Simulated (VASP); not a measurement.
Wanted: the native input for a VASP 6.6.1 run.

| Property | Result |
| --- | --- |
| Task | relaxation of shape and atoms at fixed volume |
| Functional | PBE |
| Dispersion | D3(BJ) |
| Potentials or basis | VASP PAW PBE potentials, release 64 (Ti_sv, Te) |
| Cutoff | 600 eV |
| k mesh | 15 × 15 × 8 |
| Occupations | gaussian, width 0.3 eV |
| Spin | no spin polarisation |
| Dipole correction | no |
| Further INCAR settings | ALGO = Fast; EDIFF = 1e-06; IBRION = 2; EDIFFG = -0.01; NSW = 50; ISIF = 4 |

The structure of TiTe2 lies in POSCAR:

```
TiTe2
1.0
    3.7341108525      0.0000000000      0.0000000000
   -1.8670554263      3.2338348588      0.0000000000
    0.0000000000      0.0000000000      6.4488037152
Ti Te
1 2
Direct
    0.0000000000      0.0000000000      0.0000000000
    0.6666666667      0.3333333333      0.2711293754
    0.3333333333      0.6666666667      0.7288706246
```

One way to write it, as run:

INCAR

```
SYSTEM = TiTe2
PREC = Accurate ; ENCUT = 600
EDIFF = 1E-6 ; ISMEAR = 0
SIGMA = 0.3 ; LREAL = .FALSE.
LASPH = .TRUE. ; NELM = 60
ALGO = Fast ; ISIF = 4
LWAVE = .FALSE. ; LCHARG = .FALSE.
GGA = PE ; IVDW = 12
IBRION = 2 ; NSW = 50
EDIFFG = -0.01
```

KPOINTS

```
Automatic mesh
0
G
  15 15 8
  0 0 0
```

Potentials or basis: VASP PAW PBE potentials, release 64 (Ti_sv, Te).

The run is started by

```sh
$ cat potpaw_PBE.64/Ti_sv/POTCAR potpaw_PBE.64/Te/POTCAR > POTCAR
$ mpirun -np 1 vasp_std > vasp.out
```

It gave:

| Item | Value |
| --- | --- |
| Energy gained by relaxing | 1.9 meV/atom |
| Ionic steps | 8 |
| Pressure after relaxing | -1.1 GPa |
| Band gap on the k mesh | zero (bands 12 and 13 overlap by 0.75 eV) |
| Dispersion energy per atom | -0.507 eV |

Caveat: so wide a smearing shifts energies and pressures; spin-orbit coupling is left out, which moves the levels of the heavy elements.

Wall time 34 min on 1 thread of Oxide Virtual Turin-like Processor (shared host), peak memory 0.44 GiB.
